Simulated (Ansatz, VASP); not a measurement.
**One calculation of MgS, two programs**

The input POSCAR:

```
MgS
1.0
    0.0000000000      2.5005790411      2.6649434144
    2.5005790411      0.0000000000      2.6649434144
    2.5005790411      2.5005790411      0.0000000000
Mg S
1 1
Direct
    0.0000000000      0.0000000000      0.0000000000
    0.5000000000      0.5000000000      0.5000000000
```

File INCAR.step1:

```
PREC = Accurate ; ENCUT = 520
ISMEAR = 0 ; SIGMA = 0.01
LREAL = F ; LASPH = T
NELM = 100 ; NBANDS = 11
GGA = PE ; ALGO = Normal
EDIFF = 1E-4 ; LWAVE = T
LCHARG = F
```

File INCAR.step2:

```
PREC = Accurate ; ENCUT = 520
EDIFF = 1E-6 ; ISMEAR = 0
SIGMA = 0.01 ; LREAL = F
LASPH = T ; NELM = 100
ALGO = Normal ; ISIF = 2
LWAVE = F ; LCHARG = F
METAGGA = R2SCAN ; LMIXTAU = T
NBANDS = 11 ; ISTART = 1
```

The input KPOINTS:

```
regular mesh
0
Gamma
  8 8 8
```

Input for Ansatz:

```yaml
crystal:
  lattice:
    - [0.0, 2.5005790411, 2.6649434144]
    - [2.5005790411, 0.0, 2.6649434144]
    - [2.5005790411, 2.5005790411, 0.0]
  atoms:
    - { symbol: Mg, position: [0.0, 0.0, 0.0] }
    - { symbol: S, position: [0.5, 0.5, 0.5] }
kpoints:
  mp_grid: { grid: [8, 8, 8] }
  band_path:
    path:
      - [0.0, 0.0, 0.0]
      - [0.5, 0.0, 0.5]
      - [0.625, 0.25, 0.625]
      - [0.375, 0.375, 0.75]
      - [0.5, 0.5, 0.5]
      - [0.5, 0.25, 0.75]
    npoints: 1
hamiltonian:
  xc: r2scan
scf:
  occupations: { method: fixed }
  n_extra_bands: 4
output:
  forces: true
  stress: true
  eigenvalues: true
```

Change from the starting cell: epitaxial_xy strain -3.9%.

Alike in both runs: task single point; functional r2SCAN; k mesh 8 × 8 × 8; no spin polarisation.

```csv
,VASP,Ansatz
version,VASP 6.6.1,Ansatz 0.2.0
potentials or method,"VASP PAW PBE potentials, release 64 (Mg, S)","plane waves, PAW"
plane-wave cutoff (eV),520,500
occupations,"gaussian, width 0.01 eV",fixed
valence electrons in the cell,8,16
```

|  | VASP | Ansatz | Ansatz less VASP |
| --- | --- | --- | --- |
| gap on the k mesh at the Fermi level (eV) | 3.31 | 3.34 | +0.026 |
| pressure (GPa) | 5.2 | 5.7 | +0.50 |
| traceless stress, the component that is largest in VASP (GPa) | -5.59 | -5.66 | -0.073 |

VASP's potentials were made for PBE, not for r2SCAN. VASP's potentials hold 8 valence electrons a cell and Ansatz's 16, so a difference there can come from the potentials and not from the codes.
